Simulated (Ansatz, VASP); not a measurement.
## Sn in VASP and in Ansatz

```
CELL_PARAMETERS angstrom
-2.87644 2.87644 1.56915
2.87644 -2.87644 1.56915
2.87644 2.87644 -1.56915
ATOMIC_POSITIONS crystal
Sn 0.00000 0.00000 0.00000
Sn 0.75000 0.25000 0.50000
```

Change from the starting cell: volume scaled by 0.96, PAW files.

Alike in both runs: task electric field gradients; functional PBE; k mesh 15 × 15 × 15; occupations fermi-dirac, width 0.05 eV; no spin polarisation.

```csv
,VASP,Ansatz
version,VASP 6.6.1,Ansatz 0.2.0
potentials or method,"VASP PAW PBE potentials, release 64 (Sn_d)","PAW with Ansatz's default frozen-core files, scalar-relativistic"
plane-wave cutoff (eV),520,420
valence electrons in the cell,28,28
```

|  | VASP | Ansatz | Ansatz less VASP |
| --- | --- | --- | --- |
| pressure (GPa) | 5.3 | 5.3 | +0.05 |
| traceless stress, the component that is largest in VASP (GPa) | -0.75 | -0.75 | -0.003 |
| size of Vzz on the site where it differs most (V/Å²) | 46.0 | 47.2 | +1.24 |
